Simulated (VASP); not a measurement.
# KBr: single point with PBE

The system is KBr.

```
Br K
1.0
     4.04350    0.00000    0.00000
     0.00000    4.04350    0.00000
     0.00000    0.00000    4.04350
Br K
1 1
Direct
  0.50000 0.50000 0.50000
  0.00000 0.00000 0.00000
```

```yaml
Program: VASP 6.6.1
Task: single point
Functional: PBE
Potentials_or_basis: VASP PAW PBE potentials, release 64 (Br, K_sv)
Cutoff: 520 eV
k_mesh: 7 × 7 × 7
Occupations: fermi-dirac, width 0.05 eV
Spin: no spin polarisation
```

```
Pressure               : -0.1 GPa
Band gap on the k mesh : 3.89 eV, indirect (least direct gap 4.12 eV)
```

Levels at points of the mesh, in eV from the valence-band top:
```tsv
k point	band 5	band 6	band 7	band 8	band 9	band 10	band 11	band 12
(0.00, 0.00, 0.00)	-12.07	-0.24	-0.24	-0.24	3.89	5.88	5.88	9.68
```

Wall time 14 s on 1 thread of Intel(R) Xeon(R) Platinum 8488C (Sapphire Rapids), with other jobs on the host, peak memory 0.17 GiB.

A k mesh can miss the band edges. Expect the measured gap to be larger: semilocal functionals such as PBE lack the derivative discontinuity.
